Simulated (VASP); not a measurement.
# MgS (I-4m2) in VASP: further runs

Aim: see how the results for MgS move with the level of theory and the settings. Levels: r2SCAN, HSE06. Tasks: single point.

Everything below comes from runs of VASP 6.6.1. Logs are shortened: lines on timing, memory, paths and dates and some standing lists are left out, and cuts for length are marked.

## 1. The cell of the first run

It takes space group I-4m2 (No. 119, tetragonal). The conventional cell has a = 4.003 Å, b = 4.003 Å, c = 5.807 Å, α = 90.00°, β = 90.00°, γ = 90.00°. Within 3.3 Å of Mg (site symmetry -4m2) lie 4 S at 2.47 Å. Within 3.3 Å of S (site symmetry -4m2) lie 4 Mg at 2.47 Å.

## 2. Single point, r2SCAN (uniaxial x strain +2.6%)

POSCAR

```
MgS
1.0
    0.0000000000      2.8308768389      2.8308768389
    2.9033472860      0.0000000000      2.8308768389
    2.9033472860      2.8308768389      0.0000000000
Mg S
1 1
Direct
    0.0000000000      0.0000000000      0.0000000000
    0.2500000000      0.2500000000      0.2500000000
```

INCAR.step1

```
PREC = Accurate
ENCUT = 520
ISMEAR = 0
SIGMA = 0.01
LREAL = F
LASPH = T
NELM = 80
NBANDS = 11
GGA = PE
ALGO = Normal
EDIFF = 1E-4
LWAVE = T
LCHARG = F
```

INCAR.step2

```
PREC = Accurate
ENCUT = 520
EDIFF = 1E-7
ISMEAR = 0
SIGMA = 0.01
LREAL = F
LASPH = T
NELM = 80
ALGO = Normal
ISIF = 2
LWAVE = F
LCHARG = F
METAGGA = R2SCAN
LMIXTAU = T
NBANDS = 11
ISTART = 1
```

KPOINTS

```
regular mesh
0
Gamma
  8 8 8
```

Potentials or basis: VASP PAW PBE potentials, release 64 (Mg, S).

Launch:

```console
$ cat potpaw_PBE.64/Mg/POTCAR potpaw_PBE.64/S/POTCAR > POTCAR
$ cp INCAR.step1 INCAR
$ mpirun -np 1 vasp_std > vasp.out
$ cp INCAR.step2 INCAR
$ mpirun -np 1 vasp_std > vasp.out
```

OUTCAR:

```text
PREC = Accurate
   ENCUT = 520
   EDIFF = 1E-7
   ISMEAR = 0
   LREAL = F
   LASPH = T
   NELM = 80
   ISIF = 2
   METAGGA = R2SCAN
   ISTART = 1

 ion  position               nearest neighbor table
   1  0.000  0.000  0.000-   2 2.47   2 2.47   2 2.47   2 2.47
   2  0.250  0.250  0.250-   1 2.47   1 2.47   1 2.47   1 2.47

  LATTYP: Found a body centered tetragonal cell.
 ALAT       =     4.0034644190
 C/A-ratio  =     1.4504174296

  Lattice vectors:

 A1 = (   2.9033472860,   0.0000000000,   2.8308768389)
 A2 = (   2.9033472860,   0.0000000000,  -2.8308768389)
 A3 = (  -2.9033472860,   2.8308768389,   0.0000000000)

Analysis of symmetry for initial positions (statically):
=====================================================================
 Subroutine PRICEL returns:
 Original cell was already a primitive cell.

 Routine SETGRP: Setting up the symmetry group for a
 body centered tetragonal supercell.

 Subroutine GETGRP returns: Found  8 space group operations
 (whereof  8 operations were pure point group operations)
 out of a pool of 16 trial point group operations.

The static configuration has the point symmetry D_2d.

Analysis of symmetry for dynamics (positions and initial velocities):
=====================================================================
 Subroutine PRICEL returns:
 Original cell was already a primitive cell.

 Routine SETGRP: Setting up the symmetry group for a
 body centered tetragonal supercell.

 Subroutine GETGRP returns: Found  8 space group operations
 (whereof  8 operations were pure point group operations)
 out of a pool of 16 trial point group operations.

The dynamic configuration has the point symmetry D_2d.

 Subroutine INISYM returns: Found  8 space group operations
 (whereof  8 operations are pure point group operations),
 and found     1 'primitive' translations

----------------------------------------------------------------------------------------

                                     Primitive cell

  volume of cell :      46.5341

  direct lattice vectors                    reciprocal lattice vectors
     0.000000000  2.830876839  2.830876839    -0.172215016  0.176623721  0.176623721
     2.903347286  0.000000000  2.830876839     0.172215016 -0.176623721  0.176623721
     2.903347286  2.830876839  0.000000000     0.172215016  0.176623721 -0.176623721

  length of vectors
     4.003464419  4.055032570  4.055032570     0.303397247  0.303397247  0.303397247

  position of ions in fractional coordinates (direct lattice)
     0.000000000  0.000000000  0.000000000
     0.250000000  0.250000000  0.250000000

  ion indices of the primitive-cell ions
   primitive index   ion index
                 1           1
                 2           2

----------------------------------------------------------------------------------------

 KPOINTS: regular mesh

Automatic generation of k-mesh.
 Grid dimensions read from file:
 generate k-points for:    8    8    8

 Generating k-lattice:

  Cartesian coordinates                     Fractional coordinates (reciprocal lattice)
    -0.021526877  0.022077965  0.022077965     0.125000000  0.000000000  0.000000000
     0.021526877 -0.022077965  0.022077965     0.000000000  0.125000000 -0.000000000
     0.021526877  0.022077965 -0.022077965     0.000000000 -0.000000000  0.125000000

  Length of vectors
     0.037924656  0.037924656  0.037924656

  Shift w.r.t. Gamma in fractional coordinates (k-lattice)
     0.000000000  0.000000000  0.000000000

 Subroutine IBZKPT returns following result:
 ===========================================

 Found     59 irreducible k-points:

 Following reciprocal coordinates:
            Coordinates               Weight
  0.000000  0.000000  0.000000      1.000000
  0.125000  0.000000  0.000000      8.000000
  0.250000  0.000000  0.000000      8.000000
  0.375000  0.000000  0.000000      8.000000
  0.500000  0.000000  0.000000      4.000000
  0.125000  0.125000  0.000000      4.000000
[... 16 lines left out ...]
  0.250000  0.125000  0.125000      4.000000
  0.375000  0.125000  0.125000      8.000000
 [... further k-points ...]
   k-points           NKPTS =     59   k-points in BZ     NKDIM =     59   number of bands    NBANDS=     11
   number of dos      NEDOS =    301   number of ions     NIONS =      2
   total plane-waves  NPLWV =  27000
   dimension x,y,z NGX =    30 NGY =   30 NGZ =   30
   dimension x,y,z NGXF=    60 NGYF=   60 NGZF=   60
   ions per type =               1   1
   NGX,Y,Z   is equivalent  to a cutoff of  12.46, 12.30, 12.30 a.u.
   NGXF,Y,Z  is equivalent  to a cutoff of  24.92, 24.60, 24.60 a.u.
 SYSTEM =  unknown system
   PREC   = accura    normal or accurate (medium, high low for compatibility)
   ISTART =      1    job   : 0-new  1-cont  2-samecut
   ICHARG =      0    charge: 1-file 2-atom 10-const
   ISPIN  =      1    spin polarized calculation?
   LNONCOLLINEAR =      F non collinear calculations
   LSORBIT =      F    spin-orbit coupling
   LASPH  =      T    aspherical Exc in radial PAW
   ENCUT  =  520.0 eV  38.22 Ry    6.18 a.u.   7.44  7.54  7.54*2*pi/ulx,y,z
   NELM   =     80;   NELMIN=  2; NELMDL=  0     # of ELM steps
   EDIFF  = 0.1E-06   stopping-criterion for ELM
   LREAL  =      F    real-space projection
   EDIFFG = 0.1E-05   stopping-criterion for IOM
   NSW    =      0    number of steps for IOM
   IBRION =     -1    ionic relax: 0-MD 1-quasi-New 2-CG
   NFREE  =      0    steps in history (QN), initial steepest desc. (CG)
   ISIF   =      2    stress and relaxation
   ISYM   =      2    0-nonsym 1-usesym 2-fastsym
   POTIM  = 0.5000    time-step for ionic-motion
   TEBEG  =    0.0;   TEEND  =   0.0 temperature during run
   PSTRESS=    0.0 pullay stress
   NELECT =       8.0000    total number of electrons
   NUPDOWN=      -1.0000    fix difference up-down
   EMIN   =  10.00;   EMAX   =-10.00  energy-range for DOS
   EFERMI =   0.00;   METHOD = LEGACY
   ISMEAR =     0;   SIGMA  =   0.01  broadening in eV -4-tet -1-fermi 0-gaus
   EFERMI_NEDOS =   21; number of points for ismear=-14 and -15
   IALGO  =     38    algorithm
   IMIX   =      4    mixing-type and parameters
     AMIX     =   0.40;   BMIX     =  1.00
     AMIX_MAG =   1.60;   BMIX_MAG =  1.00
  volume/ion in A,a.u.               =      23.27       157.01
  Fermi-wavevector in a.u.,A,eV,Ry     =   0.910293  1.720204 11.274240  0.828633
  Thomas-Fermi vector in A             =   2.034438
   LORBIT       =      0    0 simple, 1 ext, 2 COOP (PROOUT), +10 PAW based schemes
   METAGGA = R2SCAN    functional components
   LHFCALC =     F    Hartree Fock is set to
   AEXX    =    0.0000 exact exchange contribution
   IVDW    =     0    specifies the selected vdW correction
   LEPSILON=     F    determine dielectric tensor
   LRPA    =     F    only Hartree local field effects (RPA)
 non-spin polarized calculation
 Gauss-broadening in eV      SIGMA  =   0.01
  energy-cutoff  :      520.00
  volume of cell :       46.53
 maximum number of plane-waves:      1272
 NGX is ok and might be reduce to    30
   NGX = 15   NGY = 15   NGZ = 15

 number of electron       8.0000001 magnetization

 Free energy of the ion-electron system (eV)
  ---------------------------------------------------
  ext. energy  EPLUGINS =         0.00000000
  ---------------------------------------------------
  free energy    TOTEN  =       -15.44187923 eV

  energy without entropy =      -15.44187923  energy(sigma->0) =      -15.44187923

 E-fermi :   0.7406     XC(G=0):  -8.6760

 val. band max:        0.6405979213   @ k =   0.0000   0.0000   0.0000
 cond. band min:       4.6093726736   @ k =   0.0000   0.0000   0.0000
 fundamental gap:      3.9687747523
 Fermi energy:         0.7406120266

 k-point     1 :       0.0000    0.0000    0.0000
  band No.  band energies     occupation
      1     -11.0391      2.00000
      2       0.5691      2.00000
      3       0.6406      2.00000
      4       0.6406      2.00000
      5       4.6094      0.00000
      6       9.1361      0.00000
      7       9.1507      0.00000
      8       9.1507      0.00000
      9      11.7937      0.00000
     10      12.2313      0.00000
     11      14.8585      0.00000

 k-point     2 :       0.1250    0.0000    0.0000
  band No.  band energies     occupation
      1     -10.9538      2.00000
      2      -0.0283      2.00000
      3       0.5349      2.00000
      4       0.5949      2.00000
      5       5.2463      0.00000
      6       8.9519      0.00000
      7       9.3113      0.00000
      8       9.3406      0.00000
      9      11.3835      0.00000
     10      11.7269      0.00000
     11      14.4017      0.00000

 k-point     3 :       0.2500    0.0000    0.0000
  band No.  band energies     occupation
      1     -10.7338      2.00000
      2      -1.1772      2.00000
      3       0.4000      2.00000
      4       0.4911      2.00000
      5       6.1218      0.00000
      6       8.9437      0.00000
      7       9.2825      0.00000
      8       9.4314      0.00000
      9      11.5919      0.00000
     10      11.6722      0.00000
     11      13.5272      0.00000
[... 267 lines left out ...]
 k-point    23 :       0.2500    0.1250    0.1250
  band No.  band energies     occupation
      1     -10.8200      2.00000
      2      -0.6372      2.00000
      3       0.1902      2.00000
      4       0.6045      2.00000
      5       6.0082      0.00000
      6       8.6228      0.00000
      7       9.4394      0.00000
      8       9.5677      0.00000
      9      10.7734      0.00000
     10      12.0788      0.00000
     11      14.7079      0.00000

 k-point    24 :       0.3750    0.1250    0.1250
  band No.  band energies     occupation
      1     -10.5884      2.00000
      2      -1.5302      2.00000
      3      -0.1023      2.00000
      4       0.4989      2.00000
      5       6.7783      0.00000
      6       8.6208      0.00000
      7       9.0209      0.00000
      8       9.5420      0.00000
      9      11.0548      0.00000
     10      13.4034      0.00000
     11      14.2873      0.00000

 [... further k-points ...]

------------------------ aborting loop because EDIFF is reached ----------------------------------------

  FORCE on cell =-STRESS in cart. coord.  units (eV):
  Direction    XX          YY          ZZ          XY          YZ          ZX
  --------------------------------------------------------------------------------------
  -------------------------------------------------------------------------------------
  Total       -0.6350358     -0.4368240     -0.4368240      0.0000000      0.0000000     -0.0000000
  in kB      -21.8644131    -15.0399408    -15.0399408      0.0000000      0.0000000     -0.0000000
  external PRESSURE =     -17.3147649 kB  Pullay stress =       0.0000000 kB

 VOLUME and BASIS-vectors are now :
 -----------------------------------------------------------------------------
  energy-cutoff  :      520.00
  volume of cell :       46.53
      direct lattice vectors                 reciprocal lattice vectors
     0.000000000  2.830876839  2.830876839    -0.172215016  0.176623721  0.176623721
     2.903347286  0.000000000  2.830876839     0.172215016 -0.176623721  0.176623721
     2.903347286  2.830876839  0.000000000     0.172215016  0.176623721 -0.176623721

 POSITION                                       TOTAL-FORCE (eV/Angst)
 -----------------------------------------------------------------------------------
      0.00000      0.00000      0.00000         0.000000     -0.000000     -0.000000
      1.45167      1.41544      1.41544        -0.000000      0.000000      0.000000
 -----------------------------------------------------------------------------------
    total drift:                               -0.000004     -0.000001     -0.000001

  FREE ENERGIE OF THE ION-ELECTRON SYSTEM (eV)
  ---------------------------------------------------
  free  energy   TOTEN  =       -15.4418792265 eV

  energy  without entropy=      -15.4418792265  energy(sigma->0) =      -15.44187923
```

Wall time 62 s (1 thread of Intel Xeon 6975P-C (Granite Rapids), shared host); peak memory 0.18 GiB.

Results:

- Free energy: -15.4419 eV
- Pressure: -1.7 GPa
- Band gap on the k mesh: 3.97 eV

Caveat: the cell differs from its parent crystal (uniaxial x strain +2.6%); the structure was generated, so it needn't be the stable form of MgS; the PAW data sets were made with another functional, which shifts forces and pressure a little.

## 3. Single point, HSE06 (uniaxial x strain +2.6%)

POSCAR is that of step 2.

INCAR.step1

```
ALGO = Normal
EDIFF = 1E-5
ENCUT = 520
GGA = PE
ISIF = 2
ISMEAR = 0
LASPH = True
LCHARG = False
LREAL = False
LWAVE = True
NBANDS = 11
NELM = 80
PREC = Accurate
SIGMA = 0.01
```

INCAR.step2

```
ALGO = Normal
EDIFF = 1E-6
ENCUT = 520
GGA = PE
HFSCREEN = 0.2079
ISIF = 2
ISMEAR = 0
ISTART = 1
LASPH = True
LCHARG = False
LHFCALC = True
LREAL = False
LWAVE = False
NBANDS = 11
NELM = 80
PREC = Accurate
PRECFOCK = Normal
SIGMA = 0.01
```

KPOINTS

```
k-points
0
Gamma
  6 6 6
```

Potentials or basis: VASP PAW PBE potentials, release 64 (Mg, S).

Launch:

```console
$ cat potpaw_PBE.64/Mg/POTCAR potpaw_PBE.64/S/POTCAR > POTCAR
$ cp INCAR.step1 INCAR
$ mpirun -np 1 vasp_std > vasp.out
$ cp INCAR.step2 INCAR
$ mpirun -np 1 vasp_std > vasp.out
```

It took 8.4 min on 1 thread of Intel Xeon 6975P-C (Granite Rapids), shared host; peak memory 0.3 GiB.

The run converged. Its results:

- Free energy: -9.8380 eV
- Pressure: -1.6 GPa
- Band gap on the k mesh: 4.35 eV

Stress tensor (GPa, compression positive):
```
-2.03  0.00  0.00
 0.00 -1.36  0.00
 0.00  0.00 -1.36
```

Levels at points of the mesh, in eV from the valence-band top:
```tsv
k point	band 2	band 3	band 4	band 5	band 6	band 7
(0.00, 0.00, 0.00)	-0.07	0.00	0.00	4.35	9.07	9.10
(0.50, 0.00, 0.00)	-3.32	-0.44	-0.31	6.09	8.65	8.89
(0.50, 0.50, 0.00)	-2.96	-1.17	-1.15	4.83	6.62	12.44
(0.00, 0.50, 0.50)	-3.08	-1.04	-1.04	4.89	6.81	12.15
```

Caveat: the cell differs from its parent crystal (uniaxial x strain +2.6%); the structure was generated, so it needn't be the stable form of MgS; the PAW data sets were made with another functional, which shifts forces and pressure a little.
